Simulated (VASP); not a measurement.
# LaMnIn (P-6m2) in VASP: notebook

LaMnIn is run at these levels: PBE; tasks: single point.

Everything below comes from runs of VASP 6.6.1. Logs are shortened: lines on timing, memory, paths and dates and some standing lists are left out, and cuts for length are marked.

### Step 1. The cell of the first run

Symmetry: P-6m2, No. 187, hexagonal system. The conventional cell has a = 4.777 Å, b = 4.777 Å, c = 4.097 Å, α = 90.00°, β = 90.00°, γ = 120.00°. La (site symmetry -6m2) has 6 In at 3.44 Å and 6 Mn at 3.44 Å and 2 La at 4.10 Å within 4.5 Å. In (site symmetry -6m2) has 3 Mn at 2.76 Å and 6 La at 3.44 Å within 3.6 Å. Within 3.6 Å of Mn (site symmetry -6m2) lie 3 In at 2.76 Å and 6 La at 3.44 Å.

### Step 2. Single point, PBE, collinear spin, ferromagnetic start

The input, INCAR:

```
PREC = Accurate
ENCUT = 520
EDIFF = 1E-7
ISMEAR = -1
SIGMA = 0.05
LREAL = False
LASPH = True
NELM = 150
ALGO = Normal
ISIF = 2
LWAVE = False
LCHARG = False
ISPIN = 2
MAGMOM = 0 0 4
LORBIT = 11
LMAXMIX = 6
GGA = PE
NBANDS = 30
```

The input, KPOINTS:

```
regular mesh
0
Gamma
  6 6 6
```

The input, POSCAR:

```
LaMnIn
1.0
    4.7770743852      0.0000000000      0.0000000000
   -2.3885371926      4.1370677734      0.0000000000
    0.0000000000      0.0000000000      4.0965590000
La In Mn
1 1 1
Direct
    0.0000000000      0.0000000000      0.0000000000
    0.3333333333      0.6666666667      0.5000000000
    0.6666666667      0.3333333333      0.5000000000
```

Potentials or basis: VASP PAW PBE potentials, release 64 (La, In_d, Mn_pv).

Started as:

```
$ cat potpaw_PBE.64/La/POTCAR potpaw_PBE.64/In_d/POTCAR potpaw_PBE.64/Mn_pv/POTCAR > POTCAR
$ mpirun -np 1 vasp_std > vasp.out
```

OUTCAR:

```text
PREC = Accurate
   ENCUT = 520
   EDIFF = 1E-7
   ISMEAR = -1
   LREAL = False
   LASPH = True
   NELM = 150
   ISIF = 2
   ISPIN = 2
   LORBIT = 11
   GGA = PE

 ion  position               nearest neighbor table
   1  0.000  0.000  0.000-   2 3.44   2 3.44   2 3.44   2 3.44   2 3.44   2 3.44
   2  0.333  0.667  0.500-   3 2.76   3 2.76   3 2.76   1 3.44   1 3.44   1 3.44   1 3.44   1 3.44
                             1 3.44
   3  0.667  0.333  0.500-   2 2.76   2 2.76   2 2.76

  LATTYP: Found a hexagonal cell.
 ALAT       =     4.7770743852
 C/A-ratio  =     0.8575455749

  Lattice vectors:

 A1 = (   4.7770743852,   0.0000000000,   0.0000000000)
 A2 = (  -2.3885371926,   4.1370677734,   0.0000000000)
 A3 = (   0.0000000000,   0.0000000000,   4.0965590000)

Analysis of symmetry for initial positions (statically):
=====================================================================
 Subroutine PRICEL returns:
 Original cell was already a primitive cell.

 Routine SETGRP: Setting up the symmetry group for a
 hexagonal supercell.

 Subroutine GETGRP returns: Found 12 space group operations
 (whereof 12 operations were pure point group operations)
 out of a pool of 24 trial point group operations.

The static configuration has the point symmetry D_3h.

Analysis of symmetry for dynamics (positions and initial velocities):
=====================================================================
 Subroutine PRICEL returns:
 Original cell was already a primitive cell.

 Routine SETGRP: Setting up the symmetry group for a
 hexagonal supercell.

 Subroutine GETGRP returns: Found 12 space group operations
 (whereof 12 operations were pure point group operations)
 out of a pool of 24 trial point group operations.

The dynamic configuration has the point symmetry D_3h.

Analysis of structural, dynamic, and magnetic symmetry:
=====================================================================
 Subroutine PRICEL returns:
 Original cell was already a primitive cell.

 Routine SETGRP: Setting up the symmetry group for a
 hexagonal supercell.

 Subroutine GETGRP returns: Found 12 space group operations
 (whereof 12 operations were pure point group operations)
 out of a pool of 24 trial point group operations.

The overall configuration has the point symmetry D_3h.

 Subroutine INISYM returns: Found 12 space group operations
 (whereof 12 operations are pure point group operations),
 and found     1 'primitive' translations

----------------------------------------------------------------------------------------

                                     Primitive cell

  volume of cell :      80.9606

  direct lattice vectors                    reciprocal lattice vectors
     4.777074385  0.000000000  0.000000000     0.209333144  0.120858547  0.000000000
    -2.388537193  4.137067773  0.000000000     0.000000000  0.241717094  0.000000000
     0.000000000  0.000000000  4.096559000     0.000000000  0.000000000  0.244107311

  length of vectors
     4.777074385  4.777074385  4.096559000     0.241717094  0.241717094  0.244107311

  position of ions in fractional coordinates (direct lattice)
     0.000000000  0.000000000  0.000000000
     0.333333333  0.666666667  0.500000000
     0.666666667  0.333333333  0.500000000

  ion indices of the primitive-cell ions
   primitive index   ion index
                 1           1
                 2           2
                 3           3

----------------------------------------------------------------------------------------

 KPOINTS: regular mesh

Automatic generation of k-mesh.
 Grid dimensions read from file:
 generate k-points for:    6    6    6

 Generating k-lattice:

  Cartesian coordinates                     Fractional coordinates (reciprocal lattice)
     0.034888857  0.020143091  0.000000000     0.166666667  0.000000000  0.000000000
     0.000000000  0.040286182  0.000000000     0.000000000  0.166666667  0.000000000
     0.000000000  0.000000000  0.040684552     0.000000000  0.000000000  0.166666667

  Length of vectors
     0.040286182  0.040286182  0.040684552

  Shift w.r.t. Gamma in fractional coordinates (k-lattice)
     0.000000000  0.000000000  0.000000000

 Subroutine IBZKPT returns following result:
 ===========================================

 Found     28 irreducible k-points:

 Following reciprocal coordinates:
            Coordinates               Weight
  0.000000  0.000000  0.000000      1.000000
  0.166667  0.000000  0.000000      6.000000
  0.333333  0.000000  0.000000      6.000000
  0.500000  0.000000  0.000000      3.000000
  0.166667  0.166667  0.000000      6.000000
  0.333333  0.166667  0.000000     12.000000
[... 16 lines left out ...]
  0.166667  0.000000  0.500000      6.000000
  0.333333  0.000000  0.500000      6.000000
 [... further k-points ...]
   k-points           NKPTS =     28   k-points in BZ     NKDIM =     28   number of bands    NBANDS=     30
   number of dos      NEDOS =    301   number of ions     NIONS =      3
   total plane-waves  NPLWV =  38880
   dimension x,y,z NGX =    36 NGY =   36 NGZ =   30
   dimension x,y,z NGXF=    72 NGYF=   72 NGZF=   60
   ions per type =               1   1   1
   NGX,Y,Z   is equivalent  to a cutoff of  12.53, 12.53, 12.17 a.u.
   NGXF,Y,Z  is equivalent  to a cutoff of  25.06, 25.06, 24.35 a.u.
 SYSTEM =  unknown system
   PREC   = accura    normal or accurate (medium, high low for compatibility)
   ISTART =      0    job   : 0-new  1-cont  2-samecut
   ICHARG =      2    charge: 1-file 2-atom 10-const
   ISPIN  =      2    spin polarized calculation?
   LNONCOLLINEAR =      F non collinear calculations
   LSORBIT =      F    spin-orbit coupling
   LASPH  =      T    aspherical Exc in radial PAW
   ENCUT  =  520.0 eV  38.22 Ry    6.18 a.u.   8.88  8.88  7.62*2*pi/ulx,y,z
   NELM   =    150;   NELMIN=  2; NELMDL= -5     # of ELM steps
   EDIFF  = 0.1E-06   stopping-criterion for ELM
   LREAL  =      F    real-space projection
   EDIFFG = 0.1E-05   stopping-criterion for IOM
   NSW    =      0    number of steps for IOM
   IBRION =     -1    ionic relax: 0-MD 1-quasi-New 2-CG
   NFREE  =      0    steps in history (QN), initial steepest desc. (CG)
   ISIF   =      2    stress and relaxation
   ISYM   =      2    0-nonsym 1-usesym 2-fastsym
   POTIM  = 0.5000    time-step for ionic-motion
   TEBEG  =    0.0;   TEEND  =   0.0 temperature during run
   PSTRESS=    0.0 pullay stress
   NELECT =      37.0000    total number of electrons
   NUPDOWN=      -1.0000    fix difference up-down
   EMIN   =  10.00;   EMAX   =-10.00  energy-range for DOS
   EFERMI =   0.00;   METHOD = LEGACY
   ISMEAR =    -1;   SIGMA  =   0.05  broadening in eV -4-tet -1-fermi 0-gaus
   EFERMI_NEDOS =   21; number of points for ismear=-14 and -15
   IALGO  =     38    algorithm
   IMIX   =      4    mixing-type and parameters
     AMIX     =   0.40;   BMIX     =  1.00
     AMIX_MAG =   1.60;   BMIX_MAG =  1.00
  volume/ion in A,a.u.               =      26.99       182.12
  Fermi-wavevector in a.u.,A,eV,Ry     =   1.261007  2.382957 21.635146  1.590138
  Thomas-Fermi vector in A             =   2.394488
   LORBIT       =     11    0 simple, 1 ext, 2 COOP (PROOUT), +10 PAW based schemes
   GGA     = PE    functional components
   LHFCALC =     F    Hartree Fock is set to
   AEXX    =    0.0000 exact exchange contribution
   IVDW    =     0    specifies the selected vdW correction
   LEPSILON=     F    determine dielectric tensor
   LRPA    =     F    only Hartree local field effects (RPA)
 spin polarized calculation
  energy-cutoff  :      520.00
  volume of cell :       80.96
 maximum number of plane-waves:      2193
 NGX is ok and might be reduce to    36
   NGX = 17   NGY = 17   NGZ = 15

 number of electron      36.9999972 magnetization       3.3593263

 Free energy of the ion-electron system (eV)
  ---------------------------------------------------
  ext. energy  EPLUGINS =         0.00000000
  ---------------------------------------------------
  free energy    TOTEN  =       -16.69545870 eV

  energy without entropy =      -16.67448285  energy(sigma->0) =      -16.68497078

 E-fermi :   7.0939     XC(G=0): -10.0885

 val. band max:        7.0748721418   @ k =   0.1667   0.0000   0.5000
 cond. band min:       7.1106822290   @ k =   0.1667   0.0000   0.1667
 fundamental gap:      0.0358100871
 Fermi energy:         7.0938601045

 spin component 1

 k-point     1 :       0.0000    0.0000    0.0000
  band No.  band energies     occupation
      1     -42.9338      1.00000
      2     -42.9338      1.00000
      3     -42.8872      1.00000
      4     -25.6029      1.00000
      5      -9.2701      1.00000
      6      -9.2701      1.00000
[... 781 lines left out ...]
     29       9.2542      0.00000
     30      10.1888      0.00000

 [... further k-points ...]

 spin component 2

 k-point     1 :       0.0000    0.0000    0.0000
  band No.  band energies     occupation
      1     -39.0237      1.00000
      2     -39.0237      1.00000
      3     -38.9817      1.00000
      4     -25.6922      1.00000
      5      -9.3941      1.00000
      6      -9.3941      1.00000
[... 781 lines left out ...]
     29       9.3006      0.00000
     30      10.3001      0.00000

 [... further k-points ...]

------------------------ aborting loop because EDIFF is reached ----------------------------------------

  FORCE on cell =-STRESS in cart. coord.  units (eV):
  Direction    XX          YY          ZZ          XY          YZ          ZX
  --------------------------------------------------------------------------------------
  -------------------------------------------------------------------------------------
  Total       -0.0129141     -0.0129141     -0.6033461      0.0000000     -0.0000000      0.0000000
  in kB       -0.2555640     -0.2555640    -11.9399701      0.0000000     -0.0000000      0.0000000
  external PRESSURE =      -4.1503660 kB  Pullay stress =       0.0000000 kB

 VOLUME and BASIS-vectors are now :
 -----------------------------------------------------------------------------
  energy-cutoff  :      520.00
  volume of cell :       80.96
      direct lattice vectors                 reciprocal lattice vectors
     4.777074385  0.000000000  0.000000000     0.209333144  0.120858547  0.000000000
    -2.388537193  4.137067773  0.000000000     0.000000000  0.241717094  0.000000000
     0.000000000  0.000000000  4.096559000     0.000000000  0.000000000  0.244107311

 POSITION                                       TOTAL-FORCE (eV/Angst)
 -----------------------------------------------------------------------------------
      0.00000      0.00000      0.00000         0.000000      0.000000      0.000000
     -0.00000      2.75805      2.04828         0.000000      0.000000      0.000000
      2.38854      1.37902      2.04828        -0.000000      0.000000      0.000000
 -----------------------------------------------------------------------------------
    total drift:                                0.000000     -0.000000     -0.000000

  FREE ENERGIE OF THE ION-ELECTRON SYSTEM (eV)
  ---------------------------------------------------
  free  energy   TOTEN  =       -16.6954586996 eV

  energy  without entropy=      -16.6744828535  energy(sigma->0) =      -16.68497078

 total charge

# of ion       s       p       d       f       tot
--------------------------------------------------
    1        2.025   5.635   0.706   0.099   8.465
    2        0.917   0.822   9.819   0.000  11.558
    3        0.334   6.173   4.925   0.000  11.432
--------------------------------------------------
tot          3.276  12.631  15.449   0.099  31.455

 magnetization (x)

# of ion       s       p       d       f       tot
--------------------------------------------------
    1       -0.005  -0.004  -0.158  -0.004  -0.171
    2       -0.007  -0.083   0.010   0.000  -0.081
    3        0.050   0.024   3.662   0.000   3.736
--------------------------------------------------
tot          0.038  -0.064   3.513  -0.004   3.483
```

Run time: 2.6 min. Hardware: 1 thread of Intel Xeon Platinum 8259CL at 2.50GHz (Skylake/Cascade Lake), shared host; peak memory 0.31 GiB.

Results:

- Free energy: -16.6955 eV
- Pressure: -0.4 GPa
- Net moment: 3.36 μB per cell
- Site moments: La -0.17; In -0.08; Mn +3.74 μB
- Valence electrons inside the program's atomic spheres: La 8.46; In 11.56; Mn 11.43

Caveat: spin-orbit coupling is left out, which moves the levels of the heavy elements.

### Step 3. Single point, PBE, collinear spin, ferromagnetic start

This run uses another cell than the first one, of 24.95 Å³/atom.

The input, INCAR:

```
ALGO     = Normal         # electronic algorithm
EDIFF    = 1E-6           # SCF threshold, eV
ENCUT    = 520            # plane-wave cutoff, eV
GGA      = PE             # functional
ISIF     = 2              # what is computed and relaxed
ISMEAR   = -1             # smearing method
ISPIN    = 2              # spin polarisation
LASPH    = T              # aspherical terms in the spheres
LCHARG   = F              # write CHGCAR
LMAXMIX  = 6              # l up to which the mixer works
LORBIT   = 11             # projections on sites
LREAL    = F              # projectors in reciprocal space
LWAVE    = F              # write WAVECAR
MAGMOM   = 0 0 5          # initial moments
NBANDS   = 30             # bands
NELM     = 150            # most SCF steps
NUPDOWN  = 5.0            # fixed moment
PREC     = Accurate       # precision mode
SIGMA    = 0.05           # smearing width, eV
```

The input, KPOINTS:

```
k-points
0
Gamma
  6 6 6
```

The input, POSCAR:

```
LaMnIn
1.0
    4.5933407550      0.0000000000      0.0000000000
   -2.2966703775      3.9779497821      0.0000000000
    0.0000000000      0.0000000000      4.0965590000
La In Mn
1 1 1
Direct
    0.0000000000      0.0000000000      0.0000000000
    0.3333333333      0.6666666667      0.5000000000
    0.6666666667      0.3333333333      0.5000000000
```

Potentials or basis: VASP PAW PBE potentials, release 64 (La, In_d, Mn_pv).

Started as:

```
$ cat potpaw_PBE.64/La/POTCAR potpaw_PBE.64/In_d/POTCAR potpaw_PBE.64/Mn_pv/POTCAR > POTCAR
$ mpirun -np 1 vasp_std > vasp.out
```

Run time: 86 s. Hardware: 1 thread of AMD EPYC 9R45 (Zen 5), shared host; peak memory 0.27 GiB.

It converged, with:

- Free energy: -16.2519 eV
- Pressure: 7.0 GPa
- Net moment: 5.00 μB per cell
- Site moments: La +0.19; In +0.05; Mn +3.92 μB
- Valence electrons inside the program's atomic spheres: La 8.53; In 11.66; Mn 11.49

Stress tensor (GPa, compression positive):
```
9.07 0.00 0.00
0.00 9.07 0.00
0.00 0.00 2.97
```

Caveat: the cell stands under pressure; spin-orbit coupling is left out, which moves the levels of the heavy elements; the total moment is fixed, so each spin has its own Fermi level.
